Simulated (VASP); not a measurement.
# TiHg (P4/mmm) in VASP: single point with LDA

Aim: the single point of TiHg with LDA.

All numbers are computed with VASP 6.6.1; they aren't measurements. Logs are shortened: lines on timing, memory, paths and dates and some standing lists are left out, and cuts for length are marked.

## Step 1: The cell of the first run

It takes space group P4/mmm (No. 123, tetragonal). Conventional cell: a = 3.009 Å, b = 3.009 Å, c = 4.041 Å, α = 90.00°, β = 90.00°, γ = 90.00°. Within 3.9 Å of Ti (site symmetry 4/mmm) lie 8 Hg at 2.93 Å and 4 Ti at 3.01 Å. Within 3.9 Å of Hg (site symmetry 4/mmm) lie 8 Ti at 2.93 Å and 4 Hg at 3.01 Å.

## Step 2: Single point, LDA

INCAR

```
PREC = Accurate
ENCUT = 520
EDIFF = 1E-7
ISMEAR = -1
SIGMA = 0.05
LREAL = False
LASPH = True
NELM = 80
ALGO = Normal
ISIF = 2
LWAVE = False
LCHARG = False
GGA = CA
NBANDS = 19
```

KPOINTS

```
regular mesh
0
Gamma
  8 8 6
```

POSCAR

```
TiHg
1.0
    3.0090000000      0.0000000000      0.0000000000
    0.0000000000      3.0090000000      0.0000000000
    0.0000000000      0.0000000000      4.0410000000
Ti Hg
1 1
Direct
    0.5000000000      0.5000000000      0.5000000000
    0.0000000000      0.0000000000      0.0000000000
```

Potentials or basis: VASP PAW LDA potentials, release 64 (Ti_sv, Hg).

The run is started by

```sh
$ cat potpaw_LDA.64/Ti_sv/POTCAR potpaw_LDA.64/Hg/POTCAR > POTCAR
$ mpirun -np 1 vasp_std > vasp.out
```

OUTCAR:

```text
PREC = Accurate
   ENCUT = 520
   EDIFF = 1E-7
   ISMEAR = -1
   LREAL = False
   LASPH = True
   NELM = 80
   ISIF = 2
   GGA = CA

 ion  position               nearest neighbor table
   1  0.500  0.500  0.500-   2 2.93   2 2.93   2 2.93   2 2.93   2 2.93   2 2.93   2 2.93   2 2.93

   2  0.000  0.000  0.000-   1 2.93   1 2.93   1 2.93   1 2.93   1 2.93   1 2.93   1 2.93   1 2.93

  LATTYP: Found a simple tetragonal cell.
 ALAT       =     3.0090000000
 C/A-ratio  =     1.3429710867

  Lattice vectors:

 A1 = (   3.0090000000,   0.0000000000,   0.0000000000)
 A2 = (   0.0000000000,   3.0090000000,   0.0000000000)
 A3 = (   0.0000000000,   0.0000000000,   4.0410000000)

Analysis of symmetry for initial positions (statically):
=====================================================================
 Subroutine PRICEL returns:
 Original cell was already a primitive cell.

 Routine SETGRP: Setting up the symmetry group for a
 simple tetragonal supercell.

 Subroutine GETGRP returns: Found 16 space group operations
 (whereof 16 operations were pure point group operations)
 out of a pool of 16 trial point group operations.

The static configuration has the point symmetry D_4h.

Analysis of symmetry for dynamics (positions and initial velocities):
=====================================================================
 Subroutine PRICEL returns:
 Original cell was already a primitive cell.

 Routine SETGRP: Setting up the symmetry group for a
 simple tetragonal supercell.

 Subroutine GETGRP returns: Found 16 space group operations
 (whereof 16 operations were pure point group operations)
 out of a pool of 16 trial point group operations.

The dynamic configuration has the point symmetry D_4h.

 Subroutine INISYM returns: Found 16 space group operations
 (whereof 16 operations are pure point group operations),
 and found     1 'primitive' translations

----------------------------------------------------------------------------------------

                                     Primitive cell

  volume of cell :      36.5875

  direct lattice vectors                    reciprocal lattice vectors
     3.009000000  0.000000000  0.000000000     0.332336324  0.000000000  0.000000000
     0.000000000  3.009000000  0.000000000     0.000000000  0.332336324  0.000000000
     0.000000000  0.000000000  4.041000000     0.000000000  0.000000000  0.247463499

  length of vectors
     3.009000000  3.009000000  4.041000000     0.332336324  0.332336324  0.247463499

  position of ions in fractional coordinates (direct lattice)
     0.500000000  0.500000000  0.500000000
     0.000000000  0.000000000  0.000000000

  ion indices of the primitive-cell ions
   primitive index   ion index
                 1           1
                 2           2

----------------------------------------------------------------------------------------

 KPOINTS: regular mesh

Automatic generation of k-mesh.
 Grid dimensions read from file:
 generate k-points for:    8    8    6

 Generating k-lattice:

  Cartesian coordinates                     Fractional coordinates (reciprocal lattice)
     0.041542041  0.000000000  0.000000000     0.125000000  0.000000000  0.000000000
     0.000000000  0.041542041  0.000000000     0.000000000  0.125000000  0.000000000
     0.000000000  0.000000000  0.041243917     0.000000000  0.000000000  0.166666667

  Length of vectors
     0.041542041  0.041542041  0.041243917

  Shift w.r.t. Gamma in fractional coordinates (k-lattice)
     0.000000000  0.000000000  0.000000000

 Subroutine IBZKPT returns following result:
 ===========================================

 Found     60 irreducible k-points:

 Following reciprocal coordinates:
            Coordinates               Weight
  0.000000  0.000000  0.000000      1.000000
  0.125000  0.000000  0.000000      4.000000
  0.250000  0.000000  0.000000      4.000000
  0.375000  0.000000  0.000000      4.000000
  0.500000  0.000000  0.000000      2.000000
  0.125000  0.125000  0.000000      4.000000
[... 16 lines left out ...]
  0.375000  0.125000  0.166667     16.000000
  0.500000  0.125000  0.166667      8.000000
 [... further k-points ...]
   k-points           NKPTS =     60   k-points in BZ     NKDIM =     60   number of bands    NBANDS=     19
   number of dos      NEDOS =    301   number of ions     NIONS =      2
   total plane-waves  NPLWV =  17280
   dimension x,y,z NGX =    24 NGY =   24 NGZ =   30
   dimension x,y,z NGXF=    48 NGYF=   48 NGZF=   60
   ions per type =               1   1
   NGX,Y,Z   is equivalent  to a cutoff of  13.26, 13.26, 12.34 a.u.
   NGXF,Y,Z  is equivalent  to a cutoff of  26.52, 26.52, 24.68 a.u.
 SYSTEM =  unknown system
   PREC   = accura    normal or accurate (medium, high low for compatibility)
   ISTART =      0    job   : 0-new  1-cont  2-samecut
   ICHARG =      2    charge: 1-file 2-atom 10-const
   ISPIN  =      1    spin polarized calculation?
   LNONCOLLINEAR =      F non collinear calculations
   LSORBIT =      F    spin-orbit coupling
   LASPH  =      T    aspherical Exc in radial PAW
   ENCUT  =  520.0 eV  38.22 Ry    6.18 a.u.   5.59  5.59  7.51*2*pi/ulx,y,z
   NELM   =     80;   NELMIN=  2; NELMDL= -5     # of ELM steps
   EDIFF  = 0.1E-06   stopping-criterion for ELM
   LREAL  =      F    real-space projection
   EDIFFG = 0.1E-05   stopping-criterion for IOM
   NSW    =      0    number of steps for IOM
   IBRION =     -1    ionic relax: 0-MD 1-quasi-New 2-CG
   NFREE  =      0    steps in history (QN), initial steepest desc. (CG)
   ISIF   =      2    stress and relaxation
   ISYM   =      2    0-nonsym 1-usesym 2-fastsym
   POTIM  = 0.5000    time-step for ionic-motion
   TEBEG  =    0.0;   TEEND  =   0.0 temperature during run
   PSTRESS=    0.0 pullay stress
   NELECT =      24.0000    total number of electrons
   NUPDOWN=      -1.0000    fix difference up-down
   EMIN   =  10.00;   EMAX   =-10.00  energy-range for DOS
   EFERMI =   0.00;   METHOD = LEGACY
   ISMEAR =    -1;   SIGMA  =   0.05  broadening in eV -4-tet -1-fermi 0-gaus
   EFERMI_NEDOS =   21; number of points for ismear=-14 and -15
   IALGO  =     38    algorithm
   IMIX   =      4    mixing-type and parameters
     AMIX     =   0.40;   BMIX     =  1.00
     AMIX_MAG =   1.60;   BMIX_MAG =  1.00
  volume/ion in A,a.u.               =      18.29       123.45
  Fermi-wavevector in a.u.,A,eV,Ry     =   1.422441  2.688023 27.529178  2.023338
  Thomas-Fermi vector in A             =   2.543144
   LORBIT       =      0    0 simple, 1 ext, 2 COOP (PROOUT), +10 PAW based schemes
   GGA     = CA    functional components
   LHFCALC =     F    Hartree Fock is set to
   AEXX    =    0.0000 exact exchange contribution
   IVDW    =     0    specifies the selected vdW correction
   LEPSILON=     F    determine dielectric tensor
   LRPA    =     F    only Hartree local field effects (RPA)
 non-spin polarized calculation
  energy-cutoff  :      520.00
  volume of cell :       36.59
 maximum number of plane-waves:      1015
 NGX is ok and might be reduce to    24
   NGX = 11   NGY = 11   NGZ = 15

 number of electron      24.0000000 magnetization

 Free energy of the ion-electron system (eV)
  ---------------------------------------------------
  ext. energy  EPLUGINS =         0.00000000
  ---------------------------------------------------
  free energy    TOTEN  =        -9.82647318 eV

  energy without entropy =       -9.80268401  energy(sigma->0) =       -9.81457859

 E-fermi :   6.2284     XC(G=0): -12.0731

 val. band max:        6.2266848535   @ k =   0.2500   0.2500   0.0000
 cond. band min:       6.2464475615   @ k =   0.2500   0.1250   0.3333
 fundamental gap:      0.0197627080
 Fermi energy:         6.2284305271

 k-point     1 :       0.0000    0.0000    0.0000
  band No.  band energies     occupation
      1     -50.1584      2.00000
      2     -26.9342      2.00000
      3     -26.5890      2.00000
      4     -26.5890      2.00000
      5      -3.1592      2.00000
      6      -2.3453      2.00000
[... 11 lines left out ...]
     18      14.8808      0.00000
     19      14.8808      0.00000

 k-point     2 :       0.1250    0.0000    0.0000
  band No.  band energies     occupation
      1     -50.1542      2.00000
      2     -26.9304      2.00000
      3     -26.6294      2.00000
      4     -26.5857      2.00000
      5      -2.8580      2.00000
      6      -2.1827      2.00000
[... 11 lines left out ...]
     18      14.2479      0.00000
     19      15.4835      0.00000

 k-point     3 :       0.2500    0.0000    0.0000
  band No.  band energies     occupation
      1     -50.1440      2.00000
      2     -26.9211      2.00000
      3     -26.7260      2.00000
      4     -26.5777      2.00000
      5      -2.3852      2.00000
      6      -1.5187      2.00000
[... 11 lines left out ...]
     18      14.0158      0.00000
     19      17.0540      0.00000

 k-point     4 :       0.3750    0.0000    0.0000
  band No.  band energies     occupation
      1     -50.1337      2.00000
      2     -26.9118      2.00000
      3     -26.8213      2.00000
      4     -26.5697      2.00000
      5      -2.1564      2.00000
      6      -1.5307      2.00000
[... 11 lines left out ...]
     18      14.0375      0.00000
     19      17.8695      0.00000

 k-point     5 :       0.5000    0.0000    0.0000
  band No.  band energies     occupation
      1     -50.1295      2.00000
      2     -26.9079      2.00000
      3     -26.8604      2.00000
      4     -26.5664      2.00000
      5      -2.0801      2.00000
      6      -1.6439      2.00000
[... 11 lines left out ...]
     18      15.2915      0.00000
     19      15.9586      0.00000
[... 334 lines left out ...]
      2     -26.9306      2.00000
      3     -26.6275      2.00000
      4     -26.6237      2.00000
      5      -2.3738      2.00000
      6      -2.0500      2.00000
[... 11 lines left out ...]
     18      14.2602      0.00000
     19      16.0565      0.00000

 k-point    22 :       0.2500    0.1250    0.1667
  band No.  band energies     occupation
      1     -50.1397      2.00000
      2     -26.9203      2.00000
      3     -26.7210      2.00000
      4     -26.6167      2.00000
      5      -2.0220      2.00000
      6      -1.4257      2.00000
[... 11 lines left out ...]
     18      15.0223      0.00000
     19      16.4435      0.00000

 k-point    23 :       0.3750    0.1250    0.1667
  band No.  band energies     occupation
      1     -50.1296      2.00000
      2     -26.9100      2.00000
      3     -26.8151      2.00000
      4     -26.6078      2.00000
      5      -1.8643      2.00000
      6      -1.6454      2.00000
[... 11 lines left out ...]
     18      15.5362      0.00000
     19      16.6069      0.00000

 k-point    24 :       0.5000    0.1250    0.1667
  band No.  band energies     occupation
      1     -50.1254      2.00000
      2     -26.9057      2.00000
      3     -26.8537      2.00000
      4     -26.6042      2.00000
      5      -1.7898      2.00000
      6      -1.7656      2.00000
[... 11 lines left out ...]
     18      14.0451      0.00000
     19      17.8681      0.00000

 [... further k-points ...]
[... 5 lines left out ...]
  --------------------------------------------------------------------------------------
  -------------------------------------------------------------------------------------
  Total       -1.3654655     -1.3654655     -1.3206127      0.0000000     -0.0000000      0.0000000
  in kB      -59.7940659    -59.7940659    -57.8299517      0.0000000     -0.0000000      0.0000000
  external PRESSURE =     -59.1393612 kB  Pullay stress =       0.0000000 kB

 VOLUME and BASIS-vectors are now :
 -----------------------------------------------------------------------------
  energy-cutoff  :      520.00
  volume of cell :       36.59
      direct lattice vectors                 reciprocal lattice vectors
     3.009000000  0.000000000  0.000000000     0.332336324  0.000000000  0.000000000
     0.000000000  3.009000000  0.000000000     0.000000000  0.332336324  0.000000000
     0.000000000  0.000000000  4.041000000     0.000000000  0.000000000  0.247463499

 POSITION                                       TOTAL-FORCE (eV/Angst)
 -----------------------------------------------------------------------------------
      1.50450      1.50450      2.02050         0.000000      0.000000      0.000000
      0.00000      0.00000      0.00000         0.000000      0.000000      0.000000
 -----------------------------------------------------------------------------------
    total drift:                                0.000000      0.000000     -0.000000

  FREE ENERGIE OF THE ION-ELECTRON SYSTEM (eV)
  ---------------------------------------------------
  free  energy   TOTEN  =        -9.8264731753 eV

  energy  without entropy=       -9.8026840115  energy(sigma->0) =       -9.81457859
```

Run time: 14 s. Hardware: 1 thread of Intel Xeon 6975P-C (Granite Rapids), shared host; peak memory 0.16 GiB.

Results:

```yaml
Free_energy: -9.8265 eV
Pressure: -5.9 GPa
Band_gap_on_the_k_mesh: zero (band 12 reaches 6.85 eV, above the bottom of band 13 at 5.80 eV)
```

Caveat: spin-orbit coupling is left out, which moves the levels of the heavy elements.
